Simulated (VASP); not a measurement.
# MgB2 (Amm2) in VASP: single point with PBEsol

Aim: the single point of MgB2 with PBEsol.

All numbers are computed with VASP 6.6.1; they aren't measurements. Logs are shortened: lines on timing, memory, paths and dates and some standing lists are left out, and cuts for length are marked.

## Step 1: The cell of the first run

The structure is orthorhombic, space group Amm2 (No. 38). Conventional cell: a = 3.523 Å, b = 3.085 Å, c = 5.343 Å, α = 90.00°, β = 90.00°, γ = 90.00°. Mg (site symmetry mm2) has 12 B at 2.40 to 2.56 Å and 6 Mg at 3.09 Å within 3.2 Å. B (site symmetry mm2) has 3 B at 1.71 to 1.93 Å within 2.3 Å. Within 2.3 Å of B (site symmetry mm2) lie 3 B at 1.71 to 1.93 Å.

## Step 2: Single point, PBEsol (one atom moved)

The input, INCAR:

```
  ALGO = Normal
  EDIFF = 1E-6
  ENCUT = 520
  GGA = PS
  ISIF = 2
  ISMEAR = 0
  LASPH = T
  LCHARG = F
  LREAL = F
  LWAVE = F
  NBANDS = 11
  NELM = 80
  PREC = Accurate
  SIGMA = 0.1
```

The input, KPOINTS:

```
k-points
0
Gamma
  15 15 10
```

The input, POSCAR:

```
MgB2
1.0
    3.0850007055      0.0000000000      0.0000000000
   -1.5425003528      2.6716889817      0.0000000000
    0.0000000000      0.0000000000      3.5230000000
Mg B
1 2
Direct
    0.0000000000      0.0000000000      0.0000000000
    0.3333333333      0.6666666667      0.5000000000
    0.6947387965      0.3894775930      0.5000000000
```

Potentials or basis: VASP PAW PBE potentials, release 64 (Mg, B).

On the command line:

```console
$ cat potpaw_PBE.64/Mg/POTCAR potpaw_PBE.64/B/POTCAR > POTCAR
$ mpirun -np 1 vasp_std > vasp.out
```

OUTCAR:

```text
EDIFF = 1E-6
   ENCUT = 520
   GGA = PS
   ISIF = 2
   ISMEAR = 0
   LASPH = T
   LREAL = F
   NELM = 80
   PREC = Accurate

 ion  position               nearest neighbor table
   1  0.000  0.000  0.000-   3 2.40   3 2.40   2 2.51   2 2.51   2 2.51   2 2.51   2 2.51   2 2.51
                             3 2.56   3 2.56   3 2.56   3 2.56
   2  0.333  0.667  0.500-   3 1.71   3 1.71   3 1.93   1 2.51   1 2.51   1 2.51   1 2.51   1 2.51
                             1 2.51
   3  0.695  0.389  0.500-   2 1.71   2 1.71   2 1.93   1 2.40   1 2.40   1 2.56   1 2.56   1 2.56
                             1 2.56

  LATTYP: Found a hexagonal cell.
 ALAT       =     3.0850007055
 C/A-ratio  =     1.1419770484

  Lattice vectors:

 A1 = (   3.0850007055,   0.0000000000,   0.0000000000)
 A2 = (  -1.5425003528,   2.6716889817,   0.0000000000)
 A3 = (   0.0000000000,   0.0000000000,   3.5230000000)

Analysis of symmetry for initial positions (statically):
=====================================================================
 Subroutine PRICEL returns:
 Original cell was already a primitive cell.

 Routine SETGRP: Setting up the symmetry group for a
 hexagonal supercell.

 Subroutine GETGRP returns: Found  4 space group operations
 (whereof  4 operations were pure point group operations)
 out of a pool of 24 trial point group operations.

The static configuration has the point symmetry C_2v.

Analysis of symmetry for dynamics (positions and initial velocities):
=====================================================================
 Subroutine PRICEL returns:
 Original cell was already a primitive cell.

 Routine SETGRP: Setting up the symmetry group for a
 hexagonal supercell.

 Subroutine GETGRP returns: Found  4 space group operations
 (whereof  4 operations were pure point group operations)
 out of a pool of 24 trial point group operations.

The dynamic configuration has the point symmetry C_2v.

 Subroutine INISYM returns: Found  4 space group operations
 (whereof  4 operations are pure point group operations),
 and found     1 'primitive' translations

----------------------------------------------------------------------------------------

                                     Primitive cell

  volume of cell :      29.0371

  direct lattice vectors                    reciprocal lattice vectors
     3.085000706  0.000000000  0.000000000     0.324149034  0.187147532  0.000000000
    -1.542500353  2.671688982  0.000000000     0.000000000  0.374295065  0.000000000
     0.000000000  0.000000000  3.523000000     0.000000000  0.000000000  0.283848992

  length of vectors
     3.085000706  3.085000706  3.523000000     0.374295065  0.374295065  0.283848992

  position of ions in fractional coordinates (direct lattice)
     0.000000000  0.000000000  0.000000000
     0.333333333  0.666666667  0.500000000
     0.694738796  0.389477593  0.500000000

  ion indices of the primitive-cell ions
   primitive index   ion index
                 1           1
                 2           2
                 3           3

----------------------------------------------------------------------------------------

 KPOINTS: k-points

Automatic generation of k-mesh.
 Grid dimensions read from file:
 generate k-points for:   15   15   10

 Generating k-lattice:

  Cartesian coordinates                     Fractional coordinates (reciprocal lattice)
     0.021609936  0.012476502  0.000000000     0.066666667  0.000000000  0.000000000
     0.000000000  0.024953004  0.000000000     0.000000000  0.066666667  0.000000000
     0.000000000  0.000000000  0.028384899     0.000000000  0.000000000  0.100000000

  Length of vectors
     0.024953004  0.024953004  0.028384899

  Shift w.r.t. Gamma in fractional coordinates (k-lattice)
     0.000000000  0.000000000  0.000000000

 Subroutine IBZKPT returns following result:
 ===========================================

 Found    384 irreducible k-points:

 Following reciprocal coordinates:
            Coordinates               Weight
  0.000000  0.000000  0.000000      1.000000
  0.066667 -0.000000  0.000000      4.000000
  0.000000  0.066667  0.000000      2.000000
  0.133333 -0.000000  0.000000      4.000000
  0.000000  0.133333  0.000000      2.000000
  0.200000  0.000000  0.000000      4.000000
[... 16 lines left out ...]
 -0.266667  0.200000  0.000000      4.000000
  0.266667  0.066667  0.000000      4.000000
 [... further k-points ...]
   k-points           NKPTS =    384   k-points in BZ     NKDIM =    384   number of bands    NBANDS=     11
   number of dos      NEDOS =    301   number of ions     NIONS =      3
   total plane-waves  NPLWV =  16128
   dimension x,y,z NGX =    24 NGY =   24 NGZ =   28
   dimension x,y,z NGXF=    48 NGYF=   48 NGZF=   56
   ions per type =               1   2
   NGX,Y,Z   is equivalent  to a cutoff of  12.93, 12.93, 13.21 a.u.
   NGXF,Y,Z  is equivalent  to a cutoff of  25.87, 25.87, 26.43 a.u.
 SYSTEM =  unknown system
   PREC   = accura    normal or accurate (medium, high low for compatibility)
   ISTART =      0    job   : 0-new  1-cont  2-samecut
   ICHARG =      2    charge: 1-file 2-atom 10-const
   ISPIN  =      1    spin polarized calculation?
   LNONCOLLINEAR =      F non collinear calculations
   LSORBIT =      F    spin-orbit coupling
   LASPH  =      T    aspherical Exc in radial PAW
   ENCUT  =  520.0 eV  38.22 Ry    6.18 a.u.   5.74  5.74  6.55*2*pi/ulx,y,z
   NELM   =     80;   NELMIN=  2; NELMDL= -5     # of ELM steps
   EDIFF  = 0.1E-05   stopping-criterion for ELM
   LREAL  =      F    real-space projection
   EDIFFG = 0.1E-04   stopping-criterion for IOM
   NSW    =      0    number of steps for IOM
   IBRION =     -1    ionic relax: 0-MD 1-quasi-New 2-CG
   NFREE  =      0    steps in history (QN), initial steepest desc. (CG)
   ISIF   =      2    stress and relaxation
   ISYM   =      2    0-nonsym 1-usesym 2-fastsym
   POTIM  = 0.5000    time-step for ionic-motion
   TEBEG  =    0.0;   TEEND  =   0.0 temperature during run
   PSTRESS=    0.0 pullay stress
   NELECT =       8.0000    total number of electrons
   NUPDOWN=      -1.0000    fix difference up-down
   EMIN   =  10.00;   EMAX   =-10.00  energy-range for DOS
   EFERMI =   0.00;   METHOD = LEGACY
   ISMEAR =     0;   SIGMA  =   0.10  broadening in eV -4-tet -1-fermi 0-gaus
   EFERMI_NEDOS =   21; number of points for ismear=-14 and -15
   IALGO  =     38    algorithm
   IMIX   =      4    mixing-type and parameters
     AMIX     =   0.40;   BMIX     =  1.00
     AMIX_MAG =   1.60;   BMIX_MAG =  1.00
  volume/ion in A,a.u.               =       9.68        65.32
  Fermi-wavevector in a.u.,A,eV,Ry     =   1.065255  2.013040 15.439457  1.134768
  Thomas-Fermi vector in A             =   2.200800
   LORBIT       =      0    0 simple, 1 ext, 2 COOP (PROOUT), +10 PAW based schemes
   GGA     = PS    functional components
   LHFCALC =     F    Hartree Fock is set to
   AEXX    =    0.0000 exact exchange contribution
   IVDW    =     0    specifies the selected vdW correction
   LEPSILON=     F    determine dielectric tensor
   LRPA    =     F    only Hartree local field effects (RPA)
 non-spin polarized calculation
 Gauss-broadening in eV      SIGMA  =   0.10
  energy-cutoff  :      520.00
  volume of cell :       29.04
 maximum number of plane-waves:       806
   NGX = 11   NGY = 11   NGZ = 13

 number of electron       8.0000000 magnetization

 Free energy of the ion-electron system (eV)
  ---------------------------------------------------
  ext. energy  EPLUGINS =         0.00000000
  ---------------------------------------------------
  free energy    TOTEN  =       -16.14405218 eV

  energy without entropy =      -16.14099817  energy(sigma->0) =      -16.14252517

 E-fermi :   5.2208     XC(G=0): -10.9879

 val. band max:        5.2198543436   @ k =   0.4667   0.4000   0.1000
 cond. band min:       5.2239569187   @ k =   0.4667   0.3333   0.3000
 fundamental gap:      0.0041025751
 Fermi energy:         5.2207836929

 k-point     1 :       0.0000    0.0000    0.0000
  band No.  band energies     occupation
      1      -7.2119      2.00000
      2       2.2383      2.00000
      3       4.6627      2.00000
      4       6.4387      0.00000
      5       6.9610      0.00000
      6      10.3094      0.00000
      7      12.5947      0.00000
      8      13.3077      0.00000
      9      15.1859      0.00000
     10      17.6322      0.00000
     11      21.1307      0.00000

 k-point     2 :       0.0667   -0.0000    0.0000
  band No.  band energies     occupation
      1      -7.1352      2.00000
      2       2.3151      2.00000
      3       4.3753      2.00000
      4       6.1776      0.00000
      5       6.9757      0.00000
      6      10.5222      0.00000
      7      12.6349      0.00000
      8      13.4839      0.00000
      9      14.8777      0.00000
     10      18.0623      0.00000
     11      20.8278      0.00000

 k-point     3 :       0.0000    0.0667    0.0000
  band No.  band energies     occupation
      1      -7.1344      2.00000
      2       2.3097      2.00000
      3       4.5344      2.00000
      4       5.9814      0.00000
      5       6.9027      0.00000
      6      10.5196      0.00000
      7      12.8761      0.00000
      8      13.4410      0.00000
      9      14.9613      0.00000
     10      17.9875      0.00000
     11      20.9888      0.00000
[... 267 lines left out ...]
 k-point    23 :      -0.2667    0.2000    0.0000
  band No.  band energies     occupation
      1      -6.2245      2.00000
      2       1.7862      2.00000
      3       3.2432      2.00000
      4       4.2493      2.00000
      5       7.8581      0.00000
      6      10.7949      0.00000
      7      11.9936      0.00000
      8      13.8536      0.00000
      9      14.8084      0.00000
     10      18.9578      0.00000
     11      19.4487      0.00000

 k-point    24 :       0.2667    0.0667    0.0000
  band No.  band energies     occupation
      1      -5.6186      2.00000
      2       0.6454      2.00000
      3       3.5421      2.00000
      4       3.7904      2.00000
      5       8.2288      0.00000
      6      10.5972      0.00000
      7      10.8951      0.00000
      8      13.6306      0.00000
      9      16.5489      0.00000
     10      17.8100      0.00000
     11      19.1338      0.00000

 [... further k-points ...]

------------------------ aborting loop because EDIFF is reached ----------------------------------------

  FORCE on cell =-STRESS in cart. coord.  units (eV):
  Direction    XX          YY          ZZ          XY          YZ          ZX
  --------------------------------------------------------------------------------------
  -------------------------------------------------------------------------------------
  Total       -0.2938529     -0.4057805     -0.1298607      0.0000000      0.0000000      0.0000000
  in kB      -16.2138701    -22.3896818     -7.1653028      0.0000000      0.0000000      0.0000000
  external PRESSURE =     -15.2562849 kB  Pullay stress =       0.0000000 kB

 VOLUME and BASIS-vectors are now :
 -----------------------------------------------------------------------------
  energy-cutoff  :      520.00
  volume of cell :       29.04
      direct lattice vectors                 reciprocal lattice vectors
     3.085000706  0.000000000  0.000000000     0.324149034  0.187147532  0.000000000
    -1.542500353  2.671688982  0.000000000     0.000000000  0.374295065  0.000000000
     0.000000000  0.000000000  3.523000000     0.000000000  0.000000000  0.283848992

 POSITION                                       TOTAL-FORCE (eV/Angst)
 -----------------------------------------------------------------------------------
      0.00000      0.00000      0.00000        -0.000000      0.389951      0.000000
     -0.00000      1.78113      1.76150        -0.000000      0.716343      0.000000
      1.54250      1.04056      1.76150         0.000000     -1.106294      0.000000
 -----------------------------------------------------------------------------------
    total drift:                                0.000000     -0.000070      0.000000

  FREE ENERGIE OF THE ION-ELECTRON SYSTEM (eV)
  ---------------------------------------------------
  free  energy   TOTEN  =       -16.1440521767 eV

  energy  without entropy=      -16.1409981713  energy(sigma->0) =      -16.14252517
```

It took 39 s on 1 thread of Intel Xeon Platinum 8488C (Sapphire Rapids), shared host; peak memory 0.25 GiB.

Results:

| Item | Value |
| --- | --- |
| Free energy | -16.1441 eV |
| Pressure | -1.5 GPa |
| Largest force | 1.106 eV/Å |
| Band gap on the k mesh | zero (bands 4 and 5 overlap by 3.54 eV) |

Forces on the atoms (eV/Å):
```
Mg   0.000  0.390  0.000
B    0.000  0.716  0.000
B    0.000 -1.106  0.000
```

Caveat: the cell differs from its parent crystal (one atom moved); the PAW data sets were made with another functional, which shifts forces and pressure a little.
